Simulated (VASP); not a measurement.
Set up this calculation in VASP 6.6.1, as the native input.

- Task: single point
- Functional: PBE
- Potentials or basis: VASP PAW PBE potentials, release 64 (Ag)
- Cutoff: 520 eV
- k mesh: 18 × 18 × 6
- Occupations: gaussian, width 0.15 eV
- Spin: no spin polarisation
- Dipole correction: no
- Further INCAR settings: ALGO = Fast; EDIFF = 1e-06; NBANDS = 30

The structure of Ag lies in POSCAR:

```
Ag
1.0
    2.8927652239      0.0000000000      0.0000000000
   -1.4463826119      2.5052081711      0.0000000000
    0.0000000000      0.0000000000      9.4200592129
Ag
4
Direct
    0.3333333333      0.6666666667      0.2500000000
    0.6666666667      0.3333333333      0.7500000000
    0.0000000000      0.0000000000      0.0000000000
    0.0000000000      0.0000000000      0.5000000000
```

This cell differs from its parent crystal: strain -0.015 along x and y, -0.015 along z.

The input as run:

INCAR

```
SYSTEM = Ag
ALGO = Fast ; EDIFF = 1E-6
ENCUT = 520 ; GGA = PE
ISIF = 2 ; ISMEAR = 0
LASPH = .TRUE. ; LCHARG = .FALSE.
LREAL = .FALSE. ; LWAVE = .FALSE.
NBANDS = 30 ; NELM = 80
PREC = Accurate ; SIGMA = 0.15
```

KPOINTS

```
k-points
0
G
  18 18 6
  0 0 0
```

Potentials or basis: VASP PAW PBE potentials, release 64 (Ag).

Command:

```console
$ cat potpaw_PBE.64/Ag/POTCAR > POTCAR
$ mpirun -np 1 vasp_std > vasp.out
```

Results of the run:

- Pressure: 4.6 GPa
- Band gap on the k mesh: zero (band 22 reaches 11.88 eV, above the bottom of band 23 at 5.31 eV)

Caveat: the cell differs from its parent crystal (strain -0.015 along x and y, -0.015 along z).

Run time: 5 min on 1 thread of Intel(R) Xeon(R) Platinum 8259CL CPU @ 2.50GHz (Skylake/Cascade Lake), with other jobs on the host, peak memory 0.35 GiB.
